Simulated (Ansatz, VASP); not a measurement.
Cl in VASP and in Ansatz

```xyz
1
Lattice="2.7157 0.0000 0.0000 0.0000 2.7157 0.0000 0.0000 0.0000 2.7157" Properties=species:S:1:pos:R:3 pbc="T T T"
Cl    0.0000    0.0000    0.0000
```

Change from the starting cell: volume scaled by 0.85, LAPW.

Alike in both runs: task single point; functional PBE; k mesh 15 × 15 × 15; occupations fermi-dirac, width 0.1 eV; no spin polarisation.

|  | VASP | Ansatz |
| --- | --- | --- |
| version | VASP 6.6.1 | Ansatz 0.2.0 |
| potentials or method | VASP PAW PBE potentials, release 64 (Cl), cutoff 520 eV | all-electron LAPW, scalar-relativistic |

```csv
,VASP,Ansatz,Ansatz less VASP
pressure (GPa),8.1,8.2,+0.15
```

Ansatz ran all-electron here, and VASP with PAW potentials.
